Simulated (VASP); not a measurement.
Wanted: the native input for a VASP 6.6.1 run.

* Task: single point
* Functional: r2SCAN
* Potentials or basis: VASP PAW PBE potentials, release 64 (C)
* Cutoff: 520 eV
* k mesh: 24 × 24 × 8
* Occupations: gaussian, width 0.1 eV
* Spin: no spin polarisation
* Dipole correction: no
* Further INCAR settings: ALGO = Normal; EDIFF = 1e-06; NBANDS = 16

C:

```
C
1.0
     2.49265    0.00000    0.00000
    -1.24632    2.15869    0.00000
     0.00000    0.00000    7.08006
C
4
Direct
  0.00000 0.00000 0.25000
  0.00000 0.00000 0.75000
  0.33333 0.66667 0.25000
  0.66667 0.33333 0.75000
```

This cell differs from its parent crystal: biaxial strain in the a-b plane: +1.5 %, then relaxed in part.

The input as run:

POSCAR

```
C
1.0
    2.4926452998      0.0000000000      0.0000000000
   -1.2463226499      2.1586941522      0.0000000000
    0.0000000000      0.0000000000      7.0800599455
C
4
Direct
    0.0000000000      0.0000000000      0.2500000000
    0.0000000000      0.0000000000      0.7500000000
    0.3333333333      0.6666666667      0.2500000000
    0.6666666667      0.3333333333      0.7500000000
```

INCAR.step1

```
PREC = Accurate
ENCUT = 520
ISMEAR = 0
SIGMA = 0.1
LREAL = False
LASPH = True
NELM = 100
NBANDS = 16
GGA = PE
ALGO = Normal
EDIFF = 1E-4
LWAVE = True
LCHARG = False
```

INCAR.step2

```
PREC = Accurate
ENCUT = 520
EDIFF = 1E-6
ISMEAR = 0
SIGMA = 0.1
LREAL = False
LASPH = True
NELM = 100
ALGO = Normal
ISIF = 2
LWAVE = False
LCHARG = False
METAGGA = R2SCAN
LMIXTAU = True
NBANDS = 16
ISTART = 1
```

KPOINTS

```
regular mesh
0
Gamma
  24 24 8
```

Potentials or basis: VASP PAW PBE potentials, release 64 (C).

The run is started by

```sh
$ cat potpaw_PBE.64/C/POTCAR > POTCAR
$ cp INCAR.step1 INCAR
$ mpirun -np 1 vasp_std > vasp.out
$ cp INCAR.step2 INCAR
$ mpirun -np 1 vasp_std > vasp.out
```

Results of the run:

| Quantity | Value |
| --- | --- |
| Pressure | -10.7 GPa |
| Band gap on the k mesh | zero (bands 8 and 9 overlap by 0.02 eV) |

Caveat: the cell differs from its parent crystal (biaxial strain in the a-b plane: +1.5 %, then relaxed in part); the stress differs along the axes, from -16 to -0 GPa; the PAW data sets were made with another functional, which shifts forces and pressure a little.

Run time: 11 min on 1 thread of Intel Xeon 8259CL (shared host), peak memory 0.26 GiB.
